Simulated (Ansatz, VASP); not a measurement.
Given: the input of a run of Ansatz 0.2.0 on TePb.

input.yaml

```yaml
crystal:
  lattice:
    - [4.002287, 0.0, 0.0]
    - [0.0, 4.002287, 0.0]
    - [0.0, 0.0, 4.002287]
  atoms:
    - { symbol: Pb, position: [0.0, 0.0, 0.0] }
    - { symbol: Te, position: [0.5, 0.5, 0.5] }
kpoints:
  mp_grid: { grid: [7, 7, 7] }
scf:
  occupations: { method: gaussian, width: 0.014 }
hamiltonian:
  xc: pbe
  pseudopotentials: { kind: all_electron, lapw: { basis_error: 0.001 } }
output:
  forces: true
  stress: true
  eigenvalues: true
```

Potentials or basis: all-electron LAPW, scalar-relativistic.

Launch:

```sh
$ ansatz run input.yaml --threads 1 --pin off --max-ram 3072MiB --backend cpu --events-out ev --progress --plain --runs-dir out
```

**Question.** Set up the same calculation for VASP 6.6.1. Potentials there: VASP PAW PBE potentials, release 64 (Pb_d, Te).

**Answer.** As run (the cutoff follows the program's own potentials):

INCAR

```
SYSTEM = TePb
PREC = Accurate
ENCUT = 520
EDIFF = 1E-6
ISMEAR = 0
SIGMA = 0.014
LREAL = .FALSE.
LASPH = .TRUE.
NELM = 100
ALGO = Normal
ISIF = 2
LWAVE = .FALSE.
LCHARG = .FALSE.
GGA = PE
NBANDS = 17
```

KPOINTS

```
regular mesh
0
G
  7 7 7
  0 0 0
```

Contents of POSCAR:

```
TePb
1.0
    4.0022870000      0.0000000000      0.0000000000
    0.0000000000      4.0022870000      0.0000000000
    0.0000000000      0.0000000000      4.0022870000
Pb Te
1 1
Direct
    0.0000000000      0.0000000000      0.0000000000
    0.5000000000      0.5000000000      0.5000000000
```

Potentials or basis: VASP PAW PBE potentials, release 64 (Pb_d, Te).

Run with:

```sh
$ cat potpaw_PBE.64/Pb_d/POTCAR potpaw_PBE.64/Te/POTCAR > POTCAR
$ mpirun -np 1 vasp_std > vasp.out
```

Both were run:

|  | VASP | Ansatz | Ansatz less VASP |
| --- | --- | --- | --- |
| gap on the k mesh at the Fermi level (eV) | none | none | - |
| pressure (GPa) | 0.0 | 0.1 | +0.07 |

A gap of «none» marks a metal or a gap that the smearing closes. Ansatz ran all-electron here, and VASP with PAW potentials.

Spin-orbit coupling is off throughout.
